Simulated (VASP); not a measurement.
# W (Fm-3m) in VASP: a series of runs

The runs below take W through single point, with r2SCAN.

All numbers are computed with VASP 6.6.1; they aren't measurements. Logs are shortened: lines on timing, memory, paths and dates and some standing lists are left out, and cuts for length are marked.

### 1 The cell of the first run

Symmetry: Fm-3m, No. 225, cubic system. Conventional cell: a = 4.060 Å, b = 4.060 Å, c = 4.060 Å, α = 90.00°, β = 90.00°, γ = 90.00°. Within 3.8 Å of W (site symmetry m-3m) lie 12 W at 2.87 Å.

### 2 Single point, r2SCAN

POSCAR

```
W
1.0
    0.0000000000      2.0300000000      2.0300000000
    2.0300000000      0.0000000000      2.0300000000
    2.0300000000      2.0300000000      0.0000000000
W
1
Direct
    0.0000000000      0.0000000000      0.0000000000
```

INCAR.step1

```
ALGO     = Normal         # electronic algorithm
EDIFF    = 1E-4           # SCF threshold, eV
ENCUT    = 520            # plane-wave cutoff, eV
GGA      = PE             # functional
ISMEAR   = 0              # smearing method
LASPH    = True           # aspherical terms in the spheres
LCHARG   = False          # write CHGCAR
LREAL    = False          # projectors in reciprocal space
LWAVE    = True           # write WAVECAR
NBANDS   = 13             # bands
NELM     = 60             # most SCF steps
PREC     = Accurate       # precision mode
SIGMA    = 0.1            # smearing width, eV
```

INCAR.step2

```
ALGO     = Normal         # electronic algorithm
EDIFF    = 1E-7           # SCF threshold, eV
ENCUT    = 520            # plane-wave cutoff, eV
ISIF     = 2              # what is computed and relaxed
ISMEAR   = 0              # smearing method
ISTART   = 1            
LASPH    = True           # aspherical terms in the spheres
LCHARG   = False          # write CHGCAR
LMIXTAU  = True         
LREAL    = False          # projectors in reciprocal space
LWAVE    = False          # write WAVECAR
METAGGA  = R2SCAN         # meta-GGA
NBANDS   = 13             # bands
NELM     = 60             # most SCF steps
PREC     = Accurate       # precision mode
SIGMA    = 0.1            # smearing width, eV
```

KPOINTS

```
k-points
0
Gamma
  18 18 18
```

Potentials or basis: VASP PAW PBE potentials, release 64 (W_sv).

Launch:

```sh
cat potpaw_PBE.64/W_sv/POTCAR > POTCAR
cp INCAR.step1 INCAR
mpirun -np 1 vasp_std > vasp.out
cp INCAR.step2 INCAR
mpirun -np 1 vasp_std > vasp.out
```

OUTCAR:

```text
EDIFF = 1E-7
   ENCUT = 520
   ISIF = 2
   ISMEAR = 0
   ISTART = 1
   LASPH = True
   LREAL = False
   METAGGA = R2SCAN
   NELM = 60
   PREC = Accurate

 ion  position               nearest neighbor table
   1  0.000  0.000  0.000-

  LATTYP: Found a face centered cubic cell.
 ALAT       =     4.0600000000

  Lattice vectors:

 A1 = (   0.0000000000,   2.0300000000,   2.0300000000)
 A2 = (   2.0300000000,   0.0000000000,   2.0300000000)
 A3 = (   2.0300000000,   2.0300000000,   0.0000000000)

Analysis of symmetry for initial positions (statically):
=====================================================================
 Subroutine PRICEL returns:
 Original cell was already a primitive cell.

 Routine SETGRP: Setting up the symmetry group for a
 face centered cubic supercell.

 Subroutine GETGRP returns: Found 48 space group operations
 (whereof 48 operations were pure point group operations)
 out of a pool of 48 trial point group operations.

The static configuration has the point symmetry O_h .

Analysis of symmetry for dynamics (positions and initial velocities):
=====================================================================
 Subroutine PRICEL returns:
 Original cell was already a primitive cell.

 Routine SETGRP: Setting up the symmetry group for a
 face centered cubic supercell.

 Subroutine GETGRP returns: Found 48 space group operations
 (whereof 48 operations were pure point group operations)
 out of a pool of 48 trial point group operations.

The dynamic configuration has the point symmetry O_h .

 Subroutine INISYM returns: Found 48 space group operations
 (whereof 48 operations are pure point group operations),
 and found     1 'primitive' translations

----------------------------------------------------------------------------------------

                                     Primitive cell

  volume of cell :      16.7309

  direct lattice vectors                    reciprocal lattice vectors
     0.000000000  2.030000000  2.030000000    -0.246305419  0.246305419  0.246305419
     2.030000000  0.000000000  2.030000000     0.246305419 -0.246305419  0.246305419
     2.030000000  2.030000000  0.000000000     0.246305419  0.246305419 -0.246305419

  length of vectors
     2.870853532  2.870853532  2.870853532     0.426613499  0.426613499  0.426613499

  position of ions in fractional coordinates (direct lattice)
     0.000000000  0.000000000  0.000000000

  ion indices of the primitive-cell ions
   primitive index   ion index
                 1           1

----------------------------------------------------------------------------------------

 KPOINTS: k-points

Automatic generation of k-mesh.
 Grid dimensions read from file:
 generate k-points for:   18   18   18

 Generating k-lattice:

  Cartesian coordinates                     Fractional coordinates (reciprocal lattice)
    -0.013683634  0.013683634  0.013683634     0.055555556  0.000000000  0.000000000
     0.013683634 -0.013683634  0.013683634     0.000000000  0.055555556  0.000000000
     0.013683634  0.013683634 -0.013683634     0.000000000  0.000000000  0.055555556

  Length of vectors
     0.023700750  0.023700750  0.023700750

  Shift w.r.t. Gamma in fractional coordinates (k-lattice)
     0.000000000  0.000000000  0.000000000

 Subroutine IBZKPT returns following result:
 ===========================================

 Found    195 irreducible k-points:

 Following reciprocal coordinates:
            Coordinates               Weight
  0.000000  0.000000  0.000000      1.000000
  0.055556  0.000000  0.000000      8.000000
  0.111111  0.000000  0.000000      8.000000
  0.166667  0.000000  0.000000      8.000000
  0.222222  0.000000  0.000000      8.000000
  0.277778  0.000000  0.000000      8.000000
[... 16 lines left out ...]
 -0.277778  0.055556  0.000000     24.000000
 -0.222222  0.055556  0.000000     24.000000
 [... further k-points ...]
   k-points           NKPTS =    195   k-points in BZ     NKDIM =    195   number of bands    NBANDS=     13
   number of dos      NEDOS =    301   number of ions     NIONS =      1
   total plane-waves  NPLWV =  13824
   dimension x,y,z NGX =    24 NGY =   24 NGZ =   24
   dimension x,y,z NGXF=    48 NGYF=   48 NGZF=   48
   ions per type =               1
   NGX,Y,Z   is equivalent  to a cutoff of  13.90, 13.90, 13.90 a.u.
   NGXF,Y,Z  is equivalent  to a cutoff of  27.80, 27.80, 27.80 a.u.
 SYSTEM =  unknown system
   PREC   = accura    normal or accurate (medium, high low for compatibility)
   ISTART =      1    job   : 0-new  1-cont  2-samecut
   ICHARG =      0    charge: 1-file 2-atom 10-const
   ISPIN  =      1    spin polarized calculation?
   LNONCOLLINEAR =      F non collinear calculations
   LSORBIT =      F    spin-orbit coupling
   LASPH  =      T    aspherical Exc in radial PAW
   ENCUT  =  520.0 eV  38.22 Ry    6.18 a.u.   5.34  5.34  5.34*2*pi/ulx,y,z
   NELM   =     60;   NELMIN=  2; NELMDL=  0     # of ELM steps
   EDIFF  = 0.1E-06   stopping-criterion for ELM
   LREAL  =      F    real-space projection
   EDIFFG = 0.1E-05   stopping-criterion for IOM
   NSW    =      0    number of steps for IOM
   IBRION =     -1    ionic relax: 0-MD 1-quasi-New 2-CG
   NFREE  =      0    steps in history (QN), initial steepest desc. (CG)
   ISIF   =      2    stress and relaxation
   ISYM   =      2    0-nonsym 1-usesym 2-fastsym
   POTIM  = 0.5000    time-step for ionic-motion
   TEBEG  =    0.0;   TEEND  =   0.0 temperature during run
   PSTRESS=    0.0 pullay stress
   NELECT =      14.0000    total number of electrons
   NUPDOWN=      -1.0000    fix difference up-down
   EMIN   =  10.00;   EMAX   =-10.00  energy-range for DOS
   EFERMI =   0.00;   METHOD = LEGACY
   ISMEAR =     0;   SIGMA  =   0.10  broadening in eV -4-tet -1-fermi 0-gaus
   EFERMI_NEDOS =   21; number of points for ismear=-14 and -15
   IALGO  =     38    algorithm
   IMIX   =      4    mixing-type and parameters
     AMIX     =   0.40;   BMIX     =  1.00
     AMIX_MAG =   1.60;   BMIX_MAG =  1.00
  volume/ion in A,a.u.               =      16.73       112.91
  Fermi-wavevector in a.u.,A,eV,Ry     =   1.542688  2.915258 32.380324  2.379887
  Thomas-Fermi vector in A             =   2.648457
   LORBIT       =      0    0 simple, 1 ext, 2 COOP (PROOUT), +10 PAW based schemes
   METAGGA = R2SCAN    functional components
   LHFCALC =     F    Hartree Fock is set to
   AEXX    =    0.0000 exact exchange contribution
   IVDW    =     0    specifies the selected vdW correction
   LEPSILON=     F    determine dielectric tensor
   LRPA    =     F    only Hartree local field effects (RPA)
 non-spin polarized calculation
 Gauss-broadening in eV      SIGMA  =   0.10
  energy-cutoff  :      520.00
  volume of cell :       16.73
 maximum number of plane-waves:       465
 NGX is ok and might be reduce to    24
   NGX = 11   NGY = 11   NGZ = 11

 number of electron      14.0000002 magnetization

 Free energy of the ion-electron system (eV)
  ---------------------------------------------------
  ext. energy  EPLUGINS =         0.00000000
  ---------------------------------------------------
  free energy    TOTEN  =       -50.78858388 eV

  energy without entropy =      -50.78273817  energy(sigma->0) =      -50.78566102

 E-fermi :  10.0886     XC(G=0): -14.6074

 val. band max:       10.0835145756   @ k =  -0.1667   0.0556   0.0000
 cond. band min:      10.0915355774   @ k =  -0.4444   0.1111   0.0556
 fundamental gap:      0.0080210018
 Fermi energy:        10.0886139161

 k-point     1 :       0.0000    0.0000    0.0000
  band No.  band energies     occupation
      1     -65.5740      2.00000
      2     -28.5354      2.00000
      3     -28.5354      2.00000
      4     -28.5354      2.00000
      5       0.6978      2.00000
      6       9.5149      2.00000
      7       9.5149      2.00000
      8       9.5149      2.00000
      9      12.8153      0.00000
     10      12.8153      0.00000
     11      23.4190      0.00000
     12      28.9930      0.00000
     13      28.9930      0.00000

 k-point     2 :       0.0556    0.0000    0.0000
  band No.  band energies     occupation
      1     -65.5707      2.00000
      2     -28.5724      2.00000
      3     -28.5401      2.00000
      4     -28.5401      2.00000
      5       0.8367      2.00000
      6       9.4035      2.00000
      7       9.5800      2.00000
      8       9.5800      2.00000
      9      12.7557      0.00000
     10      12.7557      0.00000
     11      23.7002      0.00000
     12      28.3183      0.00000
     13      29.2503      0.00000

 k-point     3 :       0.1111    0.0000    0.0000
  band No.  band energies     occupation
      1     -65.5612      2.00000
      2     -28.6778      2.00000
      3     -28.5536      2.00000
      4     -28.5536      2.00000
      5       1.2391      2.00000
      6       9.1143      2.00000
      7       9.7513      2.00000
      8       9.7513      2.00000
      9      12.6199      0.00000
     10      12.6199      0.00000
     11      24.4576      0.00000
     12      27.0619      0.00000
     13      29.9962      0.00000
[... 305 lines left out ...]
 k-point    23 :      -0.2778    0.0556    0.0000
  band No.  band energies     occupation
      1     -65.5013      2.00000
      2     -29.2880      2.00000
      3     -28.6740      2.00000
      4     -28.6232      2.00000
      5       3.6709      2.00000
      6       8.4013      2.00000
      7       9.7854      1.99998
      8       9.9672      1.91396
      9      12.8368      0.00000
     10      13.9165      0.00000
     11      23.1206      0.00000
     12      27.0208      0.00000
     13      32.2035      0.00000

 k-point    24 :      -0.2222    0.0556    0.0000
  band No.  band energies     occupation
      1     -65.5201      2.00000
      2     -29.0977      2.00000
      3     -28.6466      2.00000
      4     -28.5960      2.00000
      5       2.9773      2.00000
      6       8.3370      2.00000
      7       9.9663      1.91640
      8      10.1227      0.63021
      9      12.2912      0.00000
     10      13.3228      0.00000
     11      24.0938      0.00000
     12      27.3959      0.00000
     13      32.0018      0.00000

 [... further k-points ...]
[... 5 lines left out ...]
  --------------------------------------------------------------------------------------
  -------------------------------------------------------------------------------------
  Total       -0.8499881     -0.8499881     -0.8499881     -0.0000000     -0.0000000      0.0000000
  in kB      -81.3964191    -81.3964191    -81.3964191     -0.0000000     -0.0000000      0.0000000
  external PRESSURE =     -81.3964191 kB  Pullay stress =       0.0000000 kB

 VOLUME and BASIS-vectors are now :
 -----------------------------------------------------------------------------
  energy-cutoff  :      520.00
  volume of cell :       16.73
      direct lattice vectors                 reciprocal lattice vectors
     0.000000000  2.030000000  2.030000000    -0.246305419  0.246305419  0.246305419
     2.030000000  0.000000000  2.030000000     0.246305419 -0.246305419  0.246305419
     2.030000000  2.030000000  0.000000000     0.246305419  0.246305419 -0.246305419

 POSITION                                       TOTAL-FORCE (eV/Angst)
 -----------------------------------------------------------------------------------
      0.00000      0.00000      0.00000         0.000000      0.000000      0.000000
 -----------------------------------------------------------------------------------
    total drift:                               -0.000000     -0.000000     -0.000000

  FREE ENERGIE OF THE ION-ELECTRON SYSTEM (eV)
  ---------------------------------------------------
  free  energy   TOTEN  =       -50.7885838774 eV

  energy  without entropy=      -50.7827381692  energy(sigma->0) =      -50.78566102
```

Run time: 98 s. Hardware: 1 thread of Intel Xeon 6975P-C, shared host; peak memory 0.17 GiB.

What came out:

* Free energy: -50.7886 eV
* Pressure: -8.1 GPa
* Band gap on the k mesh: zero (band 7 reaches 12.98 eV, above the bottom of band 8 at 9.51 eV)

Levels at points of the mesh, in eV from the Fermi level:
```tsv
k point	band 5	band 6	band 7	band 8	band 9	band 10
(0.00, 0.00, 0.00)	-9.39	-0.57	-0.57	-0.57	2.73	2.73
(0.50, 0.00, 0.00)	-5.80	-0.72	-0.72	0.38	5.12	5.12
(0.50, 0.50, 0.00)	-5.59	-4.67	2.89	5.17	5.78	5.78
```

Caveat: the PAW data sets were made with another functional, which shifts forces and pressure a little; spin-orbit coupling is left out, which moves the levels of the heavy elements.

### 3 Single point, r2SCAN (volume scaled by 1.03)

POSCAR

```
W
1.0
    0.0000000000      2.0284645125      2.0284645125
    2.0284645125      0.0000000000      2.0284645125
    2.0284645125      2.0284645125      0.0000000000
W
1
Direct
    0.0000000000      0.0000000000      0.0000000000
```

INCAR.step1

```
SYSTEM = W
ALGO = Normal ; EDIFF = 1E-4
ENCUT = 520 ; GGA = PE
ISMEAR = 0 ; LASPH = .TRUE.
LCHARG = .FALSE. ; LREAL = .FALSE.
LWAVE = .TRUE. ; NBANDS = 13
NELM = 100 ; PREC = Accurate
SIGMA = 0.1
```

INCAR.step2

```
SYSTEM = W
ALGO = Normal ; EDIFF = 1E-6
ENCUT = 520 ; ISIF = 2
ISMEAR = 0 ; ISTART = 1
LASPH = .TRUE. ; LCHARG = .FALSE.
LMIXTAU = .TRUE. ; LREAL = .FALSE.
LWAVE = .FALSE. ; METAGGA = R2SCAN
NBANDS = 13 ; NELM = 100
PREC = Accurate ; SIGMA = 0.1
```

KPOINTS

```
k-points
0
G
  18 18 18
  0 0 0
```

Potentials or basis: VASP PAW PBE potentials, release 64 (W_sv).

Launch:

```sh
cat potpaw_PBE.64/W_sv/POTCAR > POTCAR
cp INCAR.step1 INCAR
mpirun -np 1 vasp_std > vasp.out
cp INCAR.step2 INCAR
mpirun -np 1 vasp_std > vasp.out
```

It took 97 s on 1 thread of Intel Xeon 6975P-C, shared host; peak memory 0.17 GiB.

It converged, with:

```yaml
Free_energy: -50.7904 eV
Pressure: -7.5 GPa
Band_gap_on_the_k_mesh: zero (band 7 reaches 13.02 eV, above the bottom of band 8 at 9.54 eV)
```

Levels at points of the mesh, in eV from the Fermi level:
| k point | band 3 | band 4 | band 5 | band 6 | band 7 | band 8 | band 9 | band 10 | band 11 | band 12 |
| --- | --- | --- | --- | --- | --- | --- | --- | --- | --- | --- |
| (0.00, 0.00, 0.00) | -38.62 | -38.62 | -9.40 | -0.58 | -0.58 | -0.58 | 2.73 | 2.73 | 13.33 | 18.92 |
| (0.50, 0.00, 0.00) | -38.77 | -38.77 | -5.82 | -0.72 | -0.72 | 0.39 | 5.14 | 5.14 | 10.55 | 12.96 |
| (0.50, 0.50, 0.00) | -39.03 | -39.03 | -5.60 | -4.68 | 2.90 | 5.18 | 5.80 | 5.80 | 12.15 | 12.15 |

Caveat: the PAW data sets were made with another functional, which shifts forces and pressure a little; spin-orbit coupling is left out, which moves the levels of the heavy elements.

[end of part 1 of 2]
